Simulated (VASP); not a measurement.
# LiH (Fm-3m) in VASP: further runs

The runs below take LiH through single point, with PBE, r2SCAN, HSE06.

Program: VASP 6.6.1. These are calculated values, not measurements. Logs are shortened: lines on timing, memory, paths and dates and some standing lists are left out, and cuts for length are marked.

### 1 The cell of the first run

Symmetry: Fm-3m, No. 225, cubic system. The conventional cell has a = 4.093 Å, b = 4.093 Å, c = 4.093 Å, α = 90.00°, β = 90.00°, γ = 90.00°. Within 2.7 Å of Li (site symmetry m-3m) lie 6 H at 2.05 Å. Within 2.7 Å of H (site symmetry m-3m) lie 6 Li at 2.05 Å.

### 2 Single point, PBE (strain +2.2%)

INCAR reads:

```
SYSTEM = LiH
PREC = Accurate
ENCUT = 520
EDIFF = 1E-6
ISMEAR = -1
SIGMA = 0.02
LREAL = .FALSE.
LASPH = .TRUE.
NELM = 80
ALGO = Normal
ISIF = 2
LWAVE = .FALSE.
LCHARG = .FALSE.
GGA = PE
NBANDS = 9
```

KPOINTS reads:

```
Automatic mesh
0
G
  10 10 10
  0 0 0
```

POSCAR reads:

```
LiH
1.0
    0.0000000000      2.0464598292      2.0464598292
    2.0464598292      0.0000000000      2.0464598292
    2.0464598292      2.0464598292      0.0000000000
Li H
1 1
Direct
    0.0000000000      0.0000000000      0.0000000000
    0.5000000000      0.5000000000      0.5000000000
```

Potentials or basis: VASP PAW PBE potentials, release 64 (Li_sv, H).

Run with:

```sh
$ cat potpaw_PBE.64/Li_sv/POTCAR potpaw_PBE.64/H/POTCAR > POTCAR
$ mpirun -np 1 vasp_std > vasp.out
```

OUTCAR:

```text
SYSTEM = LiH
   PREC = Accurate
   ENCUT = 520
   EDIFF = 1E-6
   ISMEAR = -1
   LREAL = .FALSE.
   LASPH = .TRUE.
   NELM = 80
   ISIF = 2
   GGA = PE

 ion  position               nearest neighbor table
   1  0.000  0.000  0.000-
   2  0.500  0.500  0.500-

  LATTYP: Found a face centered cubic cell.
 ALAT       =     4.0929196584

  Lattice vectors:

 A1 = (   0.0000000000,   2.0464598292,   2.0464598292)
 A2 = (   2.0464598292,   0.0000000000,   2.0464598292)
 A3 = (   2.0464598292,   2.0464598292,   0.0000000000)

Analysis of symmetry for initial positions (statically):
=====================================================================
 Subroutine PRICEL returns:
 Original cell was already a primitive cell.

 Routine SETGRP: Setting up the symmetry group for a
 face centered cubic supercell.

 Subroutine GETGRP returns: Found 48 space group operations
 (whereof 48 operations were pure point group operations)
 out of a pool of 48 trial point group operations.

The static configuration has the point symmetry O_h .

Analysis of symmetry for dynamics (positions and initial velocities):
=====================================================================
 Subroutine PRICEL returns:
 Original cell was already a primitive cell.

 Routine SETGRP: Setting up the symmetry group for a
 face centered cubic supercell.

 Subroutine GETGRP returns: Found 48 space group operations
 (whereof 48 operations were pure point group operations)
 out of a pool of 48 trial point group operations.

The dynamic configuration has the point symmetry O_h .

 Subroutine INISYM returns: Found 48 space group operations
 (whereof 48 operations are pure point group operations),
 and found     1 'primitive' translations

----------------------------------------------------------------------------------------

                                     Primitive cell

  volume of cell :      17.1411

  direct lattice vectors                    reciprocal lattice vectors
     0.000000000  2.046459829  2.046459829    -0.244324366  0.244324366  0.244324366
     2.046459829  0.000000000  2.046459829     0.244324366 -0.244324366  0.244324366
     2.046459829  2.046459829  0.000000000     0.244324366  0.244324366 -0.244324366

  length of vectors
     2.894131245  2.894131245  2.894131245     0.423182215  0.423182215  0.423182215

  position of ions in fractional coordinates (direct lattice)
     0.000000000  0.000000000  0.000000000
     0.500000000  0.500000000  0.500000000

  ion indices of the primitive-cell ions
   primitive index   ion index
                 1           1
                 2           2

----------------------------------------------------------------------------------------

 KPOINTS: Automatic mesh

Automatic generation of k-mesh.
 Grid dimensions read from file:
 generate k-points for:   10   10   10

 Generating k-lattice:

  Cartesian coordinates                     Fractional coordinates (reciprocal lattice)
    -0.024432437  0.024432437  0.024432437     0.100000000  0.000000000  0.000000000
     0.024432437 -0.024432437  0.024432437     0.000000000  0.100000000  0.000000000
     0.024432437  0.024432437 -0.024432437     0.000000000  0.000000000  0.100000000

  Length of vectors
     0.042318222  0.042318222  0.042318222

  Shift w.r.t. Gamma in fractional coordinates (k-lattice)
     0.000000000  0.000000000  0.000000000

 Subroutine IBZKPT returns following result:
 ===========================================

 Found     47 irreducible k-points:

 Following reciprocal coordinates:
            Coordinates               Weight
  0.000000  0.000000  0.000000      1.000000
  0.100000  0.000000  0.000000      8.000000
  0.200000  0.000000  0.000000      8.000000
  0.300000  0.000000  0.000000      8.000000
  0.400000  0.000000  0.000000      8.000000
  0.500000  0.000000  0.000000      4.000000
[... 16 lines left out ...]
  0.300000  0.300000  0.000000      6.000000
  0.400000  0.300000  0.000000     24.000000
 [... further k-points ...]
   k-points           NKPTS =     47   k-points in BZ     NKDIM =     47   number of bands    NBANDS=      9
   number of dos      NEDOS =    301   number of ions     NIONS =      2
   total plane-waves  NPLWV =  13824
   dimension x,y,z NGX =    24 NGY =   24 NGZ =   24
   dimension x,y,z NGXF=    48 NGYF=   48 NGZF=   48
   ions per type =               1   1
   NGX,Y,Z   is equivalent  to a cutoff of  13.79, 13.79, 13.79 a.u.
   NGXF,Y,Z  is equivalent  to a cutoff of  27.57, 27.57, 27.57 a.u.
 SYSTEM =  LiH
   PREC   = accura    normal or accurate (medium, high low for compatibility)
   ISTART =      0    job   : 0-new  1-cont  2-samecut
   ICHARG =      2    charge: 1-file 2-atom 10-const
   ISPIN  =      1    spin polarized calculation?
   LNONCOLLINEAR =      F non collinear calculations
   LSORBIT =      F    spin-orbit coupling
   LASPH  =      T    aspherical Exc in radial PAW
   ENCUT  =  520.0 eV  38.22 Ry    6.18 a.u.   5.38  5.38  5.38*2*pi/ulx,y,z
   NELM   =     80;   NELMIN=  2; NELMDL= -5     # of ELM steps
   EDIFF  = 0.1E-05   stopping-criterion for ELM
   LREAL  =      F    real-space projection
   EDIFFG = 0.1E-04   stopping-criterion for IOM
   NSW    =      0    number of steps for IOM
   IBRION =     -1    ionic relax: 0-MD 1-quasi-New 2-CG
   NFREE  =      0    steps in history (QN), initial steepest desc. (CG)
   ISIF   =      2    stress and relaxation
   ISYM   =      2    0-nonsym 1-usesym 2-fastsym
   POTIM  = 0.5000    time-step for ionic-motion
   TEBEG  =    0.0;   TEEND  =   0.0 temperature during run
   PSTRESS=    0.0 pullay stress
   NELECT =       4.0000    total number of electrons
   NUPDOWN=      -1.0000    fix difference up-down
   EMIN   =  10.00;   EMAX   =-10.00  energy-range for DOS
   EFERMI =   0.00;   METHOD = LEGACY
   ISMEAR =    -1;   SIGMA  =   0.02  broadening in eV -4-tet -1-fermi 0-gaus
   EFERMI_NEDOS =   21; number of points for ismear=-14 and -15
   IALGO  =     38    algorithm
   IMIX   =      4    mixing-type and parameters
     AMIX     =   0.40;   BMIX     =  1.00
     AMIX_MAG =   1.60;   BMIX_MAG =  1.00
  volume/ion in A,a.u.               =       8.57        57.84
  Fermi-wavevector in a.u.,A,eV,Ry     =   1.007894  1.904644 13.821488  1.015851
  Thomas-Fermi vector in A             =   2.140727
   LORBIT       =      0    0 simple, 1 ext, 2 COOP (PROOUT), +10 PAW based schemes
   GGA     = PE    functional components
   LHFCALC =     F    Hartree Fock is set to
   AEXX    =    0.0000 exact exchange contribution
   IVDW    =     0    specifies the selected vdW correction
   LEPSILON=     F    determine dielectric tensor
   LRPA    =     F    only Hartree local field effects (RPA)
 non-spin polarized calculation
  energy-cutoff  :      520.00
  volume of cell :       17.14
 maximum number of plane-waves:       479
 NGX is ok and might be reduce to    24
   NGX = 11   NGY = 11   NGZ = 11

 number of electron       4.0000003 magnetization

 Free energy of the ion-electron system (eV)
  ---------------------------------------------------
  ext. energy  EPLUGINS =         0.00000000
  ---------------------------------------------------
  free energy    TOTEN  =        -6.11993317 eV

  energy without entropy =       -6.11993317  energy(sigma->0) =       -6.11993317

 E-fermi :   0.3615     XC(G=0):  -8.3125

 val. band max:       -0.1910475273   @ k =   0.5000   0.5000   0.0000
 cond. band min:       2.8301403499   @ k =   0.5000   0.5000   0.0000
 fundamental gap:      3.0211878772
 Fermi energy:         0.3615194379

 k-point     1 :       0.0000    0.0000    0.0000
  band No.  band energies     occupation
      1     -44.5478      2.00000
      2      -5.3883      2.00000
      3      15.1059      0.00000
      4      17.0721      0.00000
      5      17.0721      0.00000
      6      17.0721      0.00000
      7      21.6745      0.00000
      8      21.6745      0.00000
      9      21.6745      0.00000

 k-point     2 :       0.1000    0.0000    0.0000
  band No.  band energies     occupation
      1     -44.5444      2.00000
      2      -5.2162      2.00000
      3      13.8002      0.00000
      4      16.0562      0.00000
      5      16.7068      0.00000
      6      16.7068      0.00000
      7      21.1125      0.00000
      8      22.4692      0.00000
      9      22.4692      0.00000

 k-point     3 :       0.2000    0.0000    0.0000
  band No.  band energies     occupation
      1     -44.5353      2.00000
      2      -4.7111      2.00000
      3      10.7603      0.00000
      4      14.8036      0.00000
      5      16.1131      0.00000
      6      16.1131      0.00000
      7      21.8931      0.00000
      8      22.2470      0.00000
      9      22.2470      0.00000

 k-point     4 :       0.3000    0.0000    0.0000
  band No.  band energies     occupation
      1     -44.5240      2.00000
      2      -3.9330      2.00000
      3       7.7570      0.00000
      4      13.8097      0.00000
      5      15.7505      0.00000
      6      15.7505      0.00000
      7      20.2682      0.00000
      8      20.2682      0.00000
      9      23.3483      0.00000

 k-point     5 :       0.4000    0.0000    0.0000
  band No.  band energies     occupation
      1     -44.5149      2.00000
      2      -3.0762      2.00000
      3       5.4913      0.00000
      4      13.1637      0.00000
      5      15.6928      0.00000
      6      15.6928      0.00000
      7      18.8338      0.00000
      8      18.8338      0.00000
      9      25.0476      0.00000

 k-point     6 :       0.5000    0.0000    0.0000
  band No.  band energies     occupation
      1     -44.5113      2.00000
      2      -2.6456      2.00000
      3       4.5826      0.00000
      4      12.9407      0.00000
      5      15.7484      0.00000
      6      15.7484      0.00000
      7      18.2740      0.00000
      8      18.2741      0.00000
      9      26.0141      0.00000
[... 169 lines left out ...]
 k-point    21 :      -0.3000    0.2000    0.0000
  band No.  band energies     occupation
      1     -44.5116      2.00000
      2      -2.6992      2.00000
      3       6.4458      0.00000
      4       8.7492      0.00000
      5      14.6525      0.00000
      6      14.9880      0.00000
      7      21.6058      0.00000
      8      24.4617      0.00000
      9      25.2568      0.00000

 k-point    22 :      -0.2000    0.2000    0.0000
  band No.  band energies     occupation
      1     -44.5202      2.00000
      2      -3.6087      2.00000
      3       9.0921      0.00000
      4       9.1056      0.00000
      5      15.2314      0.00000
      6      16.2595      0.00000
      7      20.8625      0.00000
      8      22.9037      0.00000
      9      24.5431      0.00000

 k-point    23 :       0.3000    0.3000    0.0000
  band No.  band energies     occupation
      1     -44.5164      2.00000
      2      -3.2285      2.00000
      3       8.0998      0.00000
      4      11.6874      0.00000
      5      11.6874      0.00000
      6      14.8391      0.00000
      7      16.4861      0.00000
      8      27.2194      0.00000
      9      29.6714      0.00000

 k-point    24 :       0.4000    0.3000    0.0000
  band No.  band energies     occupation
      1     -44.5093      2.00000
      2      -2.3702      2.00000
      3       6.3169      0.00000
      4       9.9932      0.00000
      5      11.2654      0.00000
      6      15.4893      0.00000
      7      16.6377      0.00000
      8      28.2316      0.00000
      9      28.7473      0.00000

 [... further k-points ...]
[... 5 lines left out ...]
  --------------------------------------------------------------------------------------
  -------------------------------------------------------------------------------------
  Total       -0.2448555     -0.2448555     -0.2448555      0.0000000      0.0000000      0.0000000
  in kB      -22.8865744    -22.8865744    -22.8865744      0.0000000      0.0000000      0.0000000
  external PRESSURE =     -22.8865744 kB  Pullay stress =       0.0000000 kB

 VOLUME and BASIS-vectors are now :
 -----------------------------------------------------------------------------
  energy-cutoff  :      520.00
  volume of cell :       17.14
      direct lattice vectors                 reciprocal lattice vectors
     0.000000000  2.046459829  2.046459829    -0.244324366  0.244324366  0.244324366
     2.046459829  0.000000000  2.046459829     0.244324366 -0.244324366  0.244324366
     2.046459829  2.046459829  0.000000000     0.244324366  0.244324366 -0.244324366

 POSITION                                       TOTAL-FORCE (eV/Angst)
 -----------------------------------------------------------------------------------
      0.00000      0.00000      0.00000        -0.000000     -0.000000     -0.000000
      2.04646      2.04646      2.04646         0.000000      0.000000      0.000000
 -----------------------------------------------------------------------------------
    total drift:                                0.000000     -0.000000     -0.000000

  FREE ENERGIE OF THE ION-ELECTRON SYSTEM (eV)
  ---------------------------------------------------
  free  energy   TOTEN  =        -6.1199331713 eV

  energy  without entropy=       -6.1199331713  energy(sigma->0) =       -6.11993317
```

It took 11 s on 1 thread of Intel Xeon 8259CL, shared host; peak memory 0.13 GiB.

What came out:

```yaml
Free_energy: -6.1199 eV
Band_gap_on_the_k_mesh: 3.02 eV
```

Caveat: the cell differs from its parent crystal (strain +2.2%); the cutoff is under 1.25 times the usual one of these potentials, so pressure, stress and relaxed cells hold a basis-set (Pulay) error. A k mesh can miss the band edges.

(Part 1 of 2 ends here.)
